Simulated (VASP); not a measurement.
Write the native input for VASP 6.6.1 that does the following.

```yaml
Task: relaxation of cell and atoms
Functional: r2SCAN
Potentials_or_basis: VASP PAW PBE potentials, release 64 (Ba_sv, Ti_sv, O)
Cutoff: 600 eV
k_mesh: 6 × 6 × 6
Occupations: gaussian, width 0.02 eV
Spin: no spin polarisation
Hubbard_terms: Ti d U = 4.0 eV
Dipole_correction: no
Further_INCAR_settings: ALGO = Normal; EDIFF = 1e-06; IBRION = 2; EDIFFG = -0.005; NSW = 100; ISIF = 3
```

The system is BaTiO3.

```
CELL_PARAMETERS angstrom
3.98410 0.00000 0.00000
0.00000 2.83705 2.84580
0.00000 -2.83705 2.84580
ATOMIC_POSITIONS crystal
Ba 0.00000 0.00000 0.00000
Ti 0.50000 0.50790 0.50790
O 0.00000 0.49210 0.49210
O 0.50000 0.50251 0.99371
O 0.50000 0.99371 0.50251
```

The input as run:

POSCAR

```
BaTiO3
1.0
    3.9841000000      0.0000000000      0.0000000000
    0.0000000000      2.8370500000      2.8458000000
    0.0000000000     -2.8370500000      2.8458000000
Ba Ti O
1 1 3
Direct
    0.0000000000      0.0000000000      0.0000000000
    0.5000000000      0.5079000000      0.5079000000
    0.0000000000      0.4921000000      0.4921000000
    0.5000000000      0.5025100000      0.9937100000
    0.5000000000      0.9937100000      0.5025100000
```

INCAR.step1

```
PREC = Accurate ; ENCUT = 600
ISMEAR = 0 ; SIGMA = 0.02
LREAL = False ; LASPH = True
NELM = 150 ; LMAXMIX = 4
LDAU = True ; LDAUTYPE = 2
LDAUL = -1 2 -1 ; LDAUU = 0 4 0
LDAUJ = 0 0 0 ; GGA = PE
ALGO = Normal ; EDIFF = 1E-4
LWAVE = True ; LCHARG = False
```

INCAR.step2

```
PREC = Accurate ; ENCUT = 600
EDIFF = 1E-6 ; ISMEAR = 0
SIGMA = 0.02 ; LREAL = False
LASPH = True ; NELM = 150
ALGO = Normal ; ISIF = 3
LWAVE = False ; LCHARG = False
LMAXMIX = 4 ; LDAU = True
LDAUTYPE = 2 ; LDAUL = -1 2 -1
LDAUU = 0 4 0 ; LDAUJ = 0 0 0
LDAUPRINT = 1 ; METAGGA = R2SCAN
LMIXTAU = True ; IBRION = 2
NSW = 100 ; EDIFFG = -0.005
ISTART = 1
```

KPOINTS

```
Automatic mesh
0
Gamma
  6 6 6
```

Potentials or basis: VASP PAW PBE potentials, release 64 (Ba_sv, Ti_sv, O).

Launch:

```bash
$ cat potpaw_PBE.64/Ba_sv/POTCAR potpaw_PBE.64/Ti_sv/POTCAR potpaw_PBE.64/O/POTCAR > POTCAR
$ cp INCAR.step1 INCAR
$ mpirun -np 1 vasp_std > vasp.out
$ cp INCAR.step2 INCAR
$ mpirun -np 1 vasp_std > vasp.out
```

Results of the run:

The relaxed volume is 13.10 Å³/atom and the relaxed cell is a = 4.031 Å, b = 4.031 Å, c = 4.031 Å, α = 90.00°, β = 90.00°, γ = 90.00°. The space group after relaxing (to 0.1 Å) is Pm-3m (No. 221), the energy gained by relaxing is 5.5 meV/atom and the ionic steps are 18. The pressure after relaxing is 0.0 GPa and the band gap on the k mesh is 2.61 eV (least direct gap 2.82 eV).

Caveat: the PAW data sets were made with another functional, which shifts forces and pressure a little; spin-orbit coupling is left out, which moves the levels of the heavy elements.

Wall time 43 min on 1 thread of Oxide Virtual Turin-like Processor, on a shared host, peak memory 0.24 GiB.
